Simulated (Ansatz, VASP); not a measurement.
## One calculation of GaAs, two programs

```
Ga As
1.0
     0.00000    2.81363    2.81363
     2.81363    0.00000    2.81363
     2.81363    2.81363    0.00000
Ga As
1 1
Direct
  0.00000 0.00000 0.00000
  0.25000 0.25000 0.25000
```

Alike in both runs: functional r2SCAN; k mesh 8 × 8 × 8; occupations fermi-dirac, width 0.02 eV; no spin polarisation.

Ansatz relaxed the structure, and its values are those at the end. VASP's run is a single point on that final structure, the one shown.

```csv
,VASP,Ansatz
version,VASP 6.6.1,Ansatz 0.2.0
potentials or method,"VASP PAW PBE potentials, release 64 (Ga_d, As), cutoff 520 eV",PAW plane waves
valence electrons in the cell,18,28
```

```csv
,VASP,Ansatz,Ansatz less VASP
gap on the k mesh at the Fermi level (eV),1.11,1.13,+0.023
pressure (GPa),1.7,1.5,-0.19
```

VASP's potentials were made for PBE, not for r2SCAN. With one functional, cell and mesh, what is left measures potentials, basis and numerics. VASP's potentials hold 18 valence electrons a cell and Ansatz's 28, so a difference there can come from the potentials and not from the codes. Ansatz's warnings: stress scf threshold loose.
